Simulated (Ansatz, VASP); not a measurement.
## ZrC: VASP beside Ansatz

The input INCAR:

```
SYSTEM = ZrC
  PREC = Accurate
  ENCUT = 520
  EDIFF = 1E-7
  ISMEAR = -1
  SIGMA = 0.05
  LREAL = .False.
  LASPH = .True.
  NELM = 80
  ALGO = Normal
  ISIF = 2
  LWAVE = .False.
  LCHARG = .False.
  GGA = PE
  NBANDS = 15
```

The input KPOINTS:

```
Automatic mesh
0
Gamma
  15 15 15
  0 0 0
```

POSCAR

```
ZrC
1.0
    0.0000000000      2.3502100000      2.3972142000
    2.3502100000      0.0000000000      2.3972142000
    2.3502100000      2.3502100000      0.0000000000
Zr C
1 1
Direct
    0.5000000000      0.5000000000      0.5000000000
    0.0000000000      0.0000000000      0.0000000000
```

Input for Ansatz:

```yaml
crystal:
  lattice:
    - [0.0, 2.35021, 2.3972142]
    - [2.35021, 0.0, 2.3972142]
    - [2.35021, 2.35021, 0.0]
  atoms:
    - { symbol: Zr, position: [0.5, 0.5, 0.5] }
    - { symbol: C, position: [0.0, 0.0, 0.0] }
kpoints:
  mp_grid: { grid: [15, 15, 15] }
  band_path:
    path:
      - [0.0, 0.0, 0.0]
      - [0.0, 0.5, 0.5]
      - [0.25, 0.75, 0.5]
      - [0.0, 0.5, 0.0]
      - [0.0, 0.0, 0.0]
      - [0.5, 0.5, 0.0]
      - [0.3701460977, 0.6298539023, 0.0]
      - [-0.3701460977, 0.3701460977, 0.0]
      - [0.0, 0.0, 0.0]
    npoints: 5
scf:
  occupations: { method: fermi_dirac, width: 0.05 }
hamiltonian:
  xc: pbe
  pseudopotentials: { kind: all_electron, lapw: { basis_error: 0.00025 } }
output:
  forces: true
  stress: true
  eigenvalues: true
```

Change from the starting cell: zz strain of +2 %.

Alike in both runs: task single point; functional PBE; k mesh 15 × 15 × 15; occupations fermi-dirac, width 0.05 eV; no spin polarisation.

|  | VASP | Ansatz |
| --- | --- | --- |
| version | VASP 6.6.1 | Ansatz 0.2.0 |
| potentials or method | VASP PAW PBE potentials, release 64 (Zr_sv, C), cutoff 520 eV | all-electron LAPW, scalar-relativistic |

VASP gave:

```
pressure (GPa)                                                : -2.7
traceless stress, the component that is largest in VASP (GPa) : -4.26
```

Task: What did Ansatz give for the same quantities?

Result: Pressure (GPa): -2.9; traceless stress, the component that is largest in VASP (GPa): -4.23.

Ansatz ran all-electron here, and VASP with PAW potentials.
